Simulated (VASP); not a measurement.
# Ba: single point with PBEsol

The system is Ba.

```
Ba
1.0
    -2.25000    2.75000    2.50000
     2.25000   -2.75000    2.50000
     2.25000    2.75000   -2.50000
Ba
1
Cartesian
  0.0000 0.0000 0.0000
```

This cell differs from its parent crystal: strain -0.1000 x Voigt [1, -1, 0, 0, 0, 0].

```
Program             : VASP 6.6.1
Task                : single point
Functional          : PBEsol
Potentials or basis : VASP PAW PBE potentials, release 64 (Ba_sv)
Cutoff              : 520 eV
k mesh              : 14 × 14 × 14
Occupations         : gaussian, width 0.15 eV
Spin                : no spin polarisation
```

The pressure is -0.4 GPa. The band gap on the k mesh is zero (bands 5 and 6 overlap by 0.74 eV).

Stress tensor (GPa, compression positive):
```
 0.25  0.00  0.00
 0.00 -0.70  0.00
 0.00  0.00 -0.74
```

Levels at points of the mesh, in eV from the Fermi level:
```tsv
k point	band 2	band 3	band 4	band 5	band 6	band 7	band 8	band 9
(0.00, 0.00, 0.00)	-13.78	-13.78	-13.76	-2.80	1.27	2.03	2.41	2.51
(0.50, 0.00, 0.00)	-14.27	-13.87	-13.77	-1.01	1.00	1.41	2.26	3.58
(0.00, 0.50, 0.00)	-14.27	-13.96	-13.84	-0.89	0.14	1.65	3.68	4.66
(0.50, 0.50, 0.00)	-14.29	-13.92	-13.82	-0.92	0.66	1.38	2.70	4.57
(0.50, 0.50, 0.50)	-14.20	-14.10	-14.00	-0.71	-0.45	3.36	4.35	4.68
```

Wall time 2.9 min on 1 thread of Intel(R) Xeon(R) Platinum 8259CL CPU @ 2.50GHz (Skylake/Cascade Lake) (shared host), peak memory 0.4 GiB.

Caveat: the cell differs from its parent crystal (strain -0.1000 x Voigt [1, -1, 0, 0, 0, 0]); the PAW data sets were made with another functional, which shifts forces and pressure a little; spin-orbit coupling is left out, which moves the levels of the heavy elements.
